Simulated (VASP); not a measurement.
# ZrSi2O6 (C222) in VASP: further runs, part 2 of 2

VASP 6.6.1.

### Step 3. Single point, PBE

This run uses another cell than the first one, of 17.42 Å³/atom, 1.542 times its volume.

Input file INCAR:

```
PREC = Accurate ; ENCUT = 520
EDIFF = 1E-6 ; ISMEAR = 0
SIGMA = 0.02 ; LREAL = False
LASPH = True ; NELM = 60
ALGO = Normal ; ISIF = 2
LWAVE = False ; LCHARG = False
GGA = PE ; NBANDS = 38
```

Input file KPOINTS:

```
Automatic mesh
0
Gamma
  6 6 4
```

Input file POSCAR:

```
ZrSi2O6
1.0
    2.6059803740     -4.9806655853      0.0000000000
    2.6059803740      4.9806655853      0.0000000000
    0.0000000000      0.0000000000      6.0403037736
Zr Si O
1 2 6
Direct
    0.5000000000      0.5000000000      0.5000000000
    0.0000000000      0.5000000000      0.8447631243
    0.5000000000      0.0000000000      0.1552368757
    0.8233671755      0.5874276990      0.6896071460
    0.2232671654      0.7767328346      0.0000000000
    0.5874276990      0.8233671755      0.3103928540
    0.1766328245      0.4125723010      0.6896071460
    0.7767328346      0.2232671654      0.0000000000
    0.4125723010      0.1766328245      0.3103928540
```

Potentials or basis: VASP PAW PBE potentials, release 64 (Zr_sv, Si, O).

Run with:

```bash
$ cat potpaw_PBE.64/Zr_sv/POTCAR potpaw_PBE.64/Si/POTCAR potpaw_PBE.64/O/POTCAR > POTCAR
$ mpirun -np 1 vasp_std > vasp.out
```

OUTCAR:

```text
PREC = Accurate
   ENCUT = 520
   EDIFF = 1E-6
   ISMEAR = 0
   LREAL = False
   LASPH = True
   NELM = 60
   ISIF = 2
   GGA = PE

 ion  position               nearest neighbor table
   1  0.500  0.500  0.500-   4 1.96   6 1.96   7 1.96   9 1.96   2 3.50   3 3.50   3 3.50   2 3.50

   2  0.000  0.500  0.845-   5 1.63   8 1.63   7 1.63   4 1.63   1 3.50   1 3.50
   3  0.500  0.000  0.155-   5 1.63   8 1.63   6 1.63   9 1.63   1 3.50   1 3.50
   4  0.823  0.587  0.690-   2 1.63   1 1.96
   5  0.223  0.777  0.000-   2 1.63   3 1.63
   6  0.587  0.823  0.310-   3 1.63   1 1.96
   7  0.177  0.413  0.690-   2 1.63   1 1.96
   8  0.777  0.223  0.000-   2 1.63   3 1.63
   9  0.413  0.177  0.310-   3 1.63   1 1.96

  LATTYP: Found a base centered orthorhombic cell.
 ALAT       =     5.2119607480
 B/A-ratio  =     1.9112444725
 C/A-ratio  =     1.1589311711

  Lattice vectors:

 A1 = (   2.6059803740,  -4.9806655853,   0.0000000000)
 A2 = (   2.6059803740,   4.9806655853,   0.0000000000)
 A3 = (   0.0000000000,   0.0000000000,   6.0403037736)

Analysis of symmetry for initial positions (statically):
=====================================================================
 Subroutine PRICEL returns:
 Original cell was already a primitive cell.

 Routine SETGRP: Setting up the symmetry group for a
 base centered orthorhombic supercell.

 Subroutine GETGRP returns: Found  4 space group operations
 (whereof  4 operations were pure point group operations)
 out of a pool of  8 trial point group operations.

The static configuration has the point symmetry D_2 .

Analysis of symmetry for dynamics (positions and initial velocities):
=====================================================================
 Subroutine PRICEL returns:
 Original cell was already a primitive cell.

 Routine SETGRP: Setting up the symmetry group for a
 base centered orthorhombic supercell.

 Subroutine GETGRP returns: Found  4 space group operations
 (whereof  4 operations were pure point group operations)
 out of a pool of  8 trial point group operations.

The dynamic configuration has the point symmetry D_2 .

 Subroutine INISYM returns: Found  4 space group operations
 (whereof  4 operations are pure point group operations),
 and found     1 'primitive' translations

----------------------------------------------------------------------------------------

                                     Primitive cell

  volume of cell :     156.8004

  direct lattice vectors                    reciprocal lattice vectors
     2.605980374 -4.980665585  0.000000000     0.191866372 -0.100388189  0.000000000
     2.605980374  4.980665585  0.000000000     0.191866372  0.100388189  0.000000000
     0.000000000  0.000000000  6.040303774     0.000000000  0.000000000  0.165554588

  length of vectors
     5.621224367  5.621224367  6.040303774     0.216542128  0.216542128  0.165554588

  position of ions in fractional coordinates (direct lattice)
     0.500000000  0.500000000  0.500000000
     1.000000000  0.500000000  0.844763124
     0.500000000  1.000000000  0.155236876
[... 42 lines left out ...]

 Found     39 irreducible k-points:

 Following reciprocal coordinates:
            Coordinates               Weight
  0.000000  0.000000  0.000000      1.000000
  0.166667  0.000000  0.000000      4.000000
  0.333333  0.000000  0.000000      4.000000
  0.500000  0.000000  0.000000      2.000000
  0.166667  0.166667  0.000000      2.000000
  0.333333  0.166667  0.000000      4.000000
[... 16 lines left out ...]
  0.333333  0.333333  0.250000      4.000000
  0.500000  0.333333  0.250000      8.000000
 [... further k-points ...]
   k-points           NKPTS =     39   k-points in BZ     NKDIM =     39   number of bands    NBANDS=     38
   number of dos      NEDOS =    301   number of ions     NIONS =      9
   total plane-waves  NPLWV =  84672
   dimension x,y,z NGX =    42 NGY =   42 NGZ =   48
   dimension x,y,z NGXF=    84 NGYF=   84 NGZF=   96
   ions per type =               1   2   6
   NGX,Y,Z   is equivalent  to a cutoff of  12.42, 12.42, 13.21 a.u.
   NGXF,Y,Z  is equivalent  to a cutoff of  24.84, 24.84, 26.42 a.u.
 SYSTEM =  unknown system
   PREC   = accura    normal or accurate (medium, high low for compatibility)
   ISTART =      0    job   : 0-new  1-cont  2-samecut
   ICHARG =      2    charge: 1-file 2-atom 10-const
   ISPIN  =      1    spin polarized calculation?
   LNONCOLLINEAR =      F non collinear calculations
   LSORBIT =      F    spin-orbit coupling
   LASPH  =      T    aspherical Exc in radial PAW
   ENCUT  =  520.0 eV  38.22 Ry    6.18 a.u.  10.45 10.45 11.23*2*pi/ulx,y,z
   NELM   =     60;   NELMIN=  2; NELMDL= -5     # of ELM steps
   EDIFF  = 0.1E-05   stopping-criterion for ELM
   LREAL  =      F    real-space projection
   EDIFFG = 0.1E-04   stopping-criterion for IOM
   NSW    =      0    number of steps for IOM
   IBRION =     -1    ionic relax: 0-MD 1-quasi-New 2-CG
   NFREE  =      0    steps in history (QN), initial steepest desc. (CG)
   ISIF   =      2    stress and relaxation
   ISYM   =      2    0-nonsym 1-usesym 2-fastsym
   POTIM  = 0.5000    time-step for ionic-motion
   TEBEG  =    0.0;   TEEND  =   0.0 temperature during run
   PSTRESS=    0.0 pullay stress
   NELECT =      56.0000    total number of electrons
   NUPDOWN=      -1.0000    fix difference up-down
   EMIN   =  10.00;   EMAX   =-10.00  energy-range for DOS
   EFERMI =   0.00;   METHOD = LEGACY
   ISMEAR =     0;   SIGMA  =   0.02  broadening in eV -4-tet -1-fermi 0-gaus
   EFERMI_NEDOS =   21; number of points for ismear=-14 and -15
   IALGO  =     38    algorithm
   IMIX   =      4    mixing-type and parameters
     AMIX     =   0.40;   BMIX     =  1.00
     AMIX_MAG =   1.60;   BMIX_MAG =  1.00
  volume/ion in A,a.u.               =      17.42       117.57
  Fermi-wavevector in a.u.,A,eV,Ry     =   1.161507  2.194930 18.355592  1.349098
  Thomas-Fermi vector in A             =   2.298078
   LORBIT       =      0    0 simple, 1 ext, 2 COOP (PROOUT), +10 PAW based schemes
   GGA     = PE    functional components
   LHFCALC =     F    Hartree Fock is set to
   AEXX    =    0.0000 exact exchange contribution
   IVDW    =     0    specifies the selected vdW correction
   LEPSILON=     F    determine dielectric tensor
   LRPA    =     F    only Hartree local field effects (RPA)
 non-spin polarized calculation
 Gauss-broadening in eV      SIGMA  =   0.02
  energy-cutoff  :      520.00
  volume of cell :      156.80
 maximum number of plane-waves:      4242
 NGX is ok and might be reduce to    42
   NGX = 21   NGY = 21   NGZ = 23

 number of electron      56.0000003 magnetization

 Free energy of the ion-electron system (eV)
  ---------------------------------------------------
  ext. energy  EPLUGINS =         0.00000000
  ---------------------------------------------------
  free energy    TOTEN  =       -75.54626477 eV

  energy without entropy =      -75.54626477  energy(sigma->0) =      -75.54626477

 E-fermi :  -0.0007     XC(G=0):  -7.9721

 val. band max:       -0.2501247734   @ k =   0.5000   0.5000   0.0000
 cond. band min:       4.8021466270   @ k =   0.0000   0.0000   0.0000
 fundamental gap:      5.0522714004
 Fermi energy:        -0.0007159011

 k-point     1 :       0.0000    0.0000    0.0000
  band No.  band energies     occupation
      1     -47.2822      2.00000
      2     -25.6341      2.00000
      3     -25.6273      2.00000
      4     -25.6256      2.00000
      5     -18.8990      2.00000
      6     -17.4787      2.00000
[... 973 lines left out ...]
     37       9.4613      0.00000
     38       9.6694      0.00000

 [... further k-points ...]
[... 5 lines left out ...]
  --------------------------------------------------------------------------------------
  -------------------------------------------------------------------------------------
  Total        0.0655799      0.2442833      0.1737189      0.0000000      0.0000000      0.0000000
  in kB        0.6700909      2.4960721      1.7750494      0.0000000      0.0000000      0.0000000
  external PRESSURE =       1.6470708 kB  Pullay stress =       0.0000000 kB

 VOLUME and BASIS-vectors are now :
 -----------------------------------------------------------------------------
  energy-cutoff  :      520.00
  volume of cell :      156.80
      direct lattice vectors                 reciprocal lattice vectors
     2.605980374 -4.980665585  0.000000000     0.191866372 -0.100388189  0.000000000
     2.605980374  4.980665585  0.000000000     0.191866372  0.100388189  0.000000000
     0.000000000  0.000000000  6.040303774     0.000000000  0.000000000  0.165554588

 POSITION                                       TOTAL-FORCE (eV/Angst)
 -----------------------------------------------------------------------------------
      2.60598      0.00000      3.02015         0.000000      0.000000      0.000000
      1.30299      2.49033      5.10263         0.000000      0.000000      0.025444
      1.30299     -2.49033      0.93768         0.000000      0.000000     -0.025444
      3.67650     -1.17514      4.16544         0.007172      0.004825     -0.002834
      2.60598      2.75663      0.00000         0.000000     -0.006474      0.000000
      3.67650      1.17514      1.87487         0.007172     -0.004825      0.002834
      1.53546      1.17514      4.16544        -0.007172     -0.004825     -0.002834
      2.60598     -2.75663      0.00000         0.000000      0.006474      0.000000
      1.53546     -1.17514      1.87487        -0.007172      0.004825      0.002834
 -----------------------------------------------------------------------------------
    total drift:                               -0.000000     -0.000000     -0.000000

  FREE ENERGIE OF THE ION-ELECTRON SYSTEM (eV)
  ---------------------------------------------------
  free  energy   TOTEN  =       -75.5462647711 eV

  energy  without entropy=      -75.5462647711  energy(sigma->0) =      -75.54626477
```

Run time: 11 min. Hardware: 1 thread of AMD EPYC 7R13, shared host; peak memory 0.35 GiB.

What came out:

```yaml
Free_energy: -75.5463 eV
Pressure: 0.2 GPa
Largest_force: 0.025 eV/Å
Band_gap_on_the_k_mesh: 5.05 eV, indirect (least direct gap 5.28 eV)
```

Forces on the atoms (eV/Å):
```
Zr   0.000  0.000  0.000
Si   0.000  0.000  0.025
Si   0.000  0.000 -0.025
O    0.007  0.005 -0.003
O    0.000 -0.006  0.000
O    0.007 -0.005  0.003
O   -0.007 -0.005 -0.003
O    0.000  0.006  0.000
O   -0.007  0.005  0.003
```

Levels at points of the mesh, in eV from the valence-band top:
```
           k point  band 24  band 25  band 26  band 27  band 28  band 29  band 30  band 31  band 32  band 33
(0.00, 0.00, 0.00)    -0.80    -0.79    -0.35    -0.23    -0.23     5.05     5.63     5.80     6.57     6.89
(0.50, 0.00, 0.00)    -1.16    -0.95    -0.76    -0.38    -0.09     5.56     5.94     6.46     6.54     7.22
(0.50, 0.50, 0.00)    -1.09    -1.00    -0.59    -0.12     0.00     5.41     5.94     6.17     6.51     7.03
(0.00, 0.00, 0.50)    -1.24    -0.74    -0.09    -0.03    -0.01     5.60     5.71     6.31     6.60     6.82
(0.50, 0.00, 0.50)    -1.06    -0.89    -0.57    -0.50    -0.18     5.60     5.93     6.42     6.78     7.31
(0.50, 0.50, 0.50)    -1.33    -0.78    -0.53    -0.41    -0.34     5.55     6.09     6.15     6.60     6.86
```
